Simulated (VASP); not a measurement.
Input of a VASP 6.6.1 run:

POSCAR

```
CdTe
1.0
    0.0000000000      3.2799551157      3.2799551157
    3.3553940834      0.0000000000      3.2799551157
    3.3553940834      3.2799551157      0.0000000000
Cd Te
1 1
Direct
    0.0000000000      0.0000000000      0.0000000000
    0.2500000000      0.2500000000      0.2500000000
```

INCAR.step1

```
SYSTEM = CdTe
PREC = Accurate
ENCUT = 520
ISMEAR = 0
SIGMA = 0.01
LREAL = .FALSE.
LASPH = .TRUE.
NELM = 100
NBANDS = 16
GGA = PE
ALGO = Normal
EDIFF = 1E-4
LWAVE = .TRUE.
LCHARG = .FALSE.
```

File INCAR.step2:

```
SYSTEM = CdTe
PREC = Accurate
ENCUT = 520
EDIFF = 1E-7
ISMEAR = 0
SIGMA = 0.01
LREAL = .FALSE.
LASPH = .TRUE.
NELM = 100
ALGO = Normal
ISIF = 2
LWAVE = .FALSE.
LCHARG = .FALSE.
METAGGA = R2SCAN
LMIXTAU = .TRUE.
NBANDS = 16
ISTART = 1
```

The input KPOINTS:

```
regular mesh
0
G
  6 6 6
  0 0 0
```

Potentials or basis: VASP PAW PBE potentials, release 64 (Cd, Te).

The run is started by

```sh
$ cat potpaw_PBE.64/Cd/POTCAR potpaw_PBE.64/Te/POTCAR > POTCAR
$ cp INCAR.step1 INCAR
$ mpirun -np 1 vasp_std > vasp.out
$ cp INCAR.step2 INCAR
$ mpirun -np 1 vasp_std > vasp.out
```

**Question.** What does it give for the pressure?

**Answer.** -0.8 GPa.

**Question.** Predict the band gap on the k mesh.

**Answer.** 1.05 eV, direct.

Stress tensor (GPa, compression positive):
```
-1.09  0.00  0.00
 0.00 -0.68  0.00
 0.00  0.00 -0.68
```

Caveat: the cell differs from its parent crystal (uniaxial x strain +2.3%); the PAW data sets were made with another functional, which shifts forces and pressure a little; spin-orbit coupling is left out, which moves the levels of the heavy elements.
